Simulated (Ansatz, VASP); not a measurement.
ZnS: VASP beside Ansatz

```
Zn S
1.0
     3.58768    0.00000    0.00000
    -1.79384    3.10702    0.00000
     0.00000    0.00000   14.08595
Zn S
4 4
Direct
  0.00000 0.00000 0.00005
  0.00000 0.00000 0.50005
  0.33333 0.66667 0.25002
  0.66667 0.33333 0.75002
  0.00000 0.00000 0.18729
  0.00000 0.00000 0.68729
  0.33333 0.66667 0.43764
  0.66667 0.33333 0.93764
```

Alike in both runs: task single point; functional PBE; k mesh 9 × 9 × 4; occupations gaussian, width 0.05 eV; no spin polarisation.

|  | VASP | Ansatz |
| --- | --- | --- |
| version | VASP 6.6.1 | Ansatz 0.2.0 |
| potentials or method | VASP PAW PBE potentials, release 64 (Zn, S), cutoff 520 eV | scalar-relativistic, plane waves, PAW |
| valence electrons in the cell | 72 | 72 |

|  | VASP | Ansatz | Ansatz less VASP |
| --- | --- | --- | --- |
| gap on the k mesh at the Fermi level (eV) | 1.29 | 1.29 | +0.002 |
| least direct gap on the mesh (eV) | 1.29 | 1.29 | +0.002 |
| pressure (GPa) | 5.7 | 5.6 | -0.16 |
| traceless stress, the component that is largest in VASP (GPa) | -13.72 | -13.64 | +0.078 |
| rms of the force components (eV/Å) | 0.340 | 0.332 | -0.0082 |

Atom by atom the forces differ by 0.008 eV/Å (rms over components).
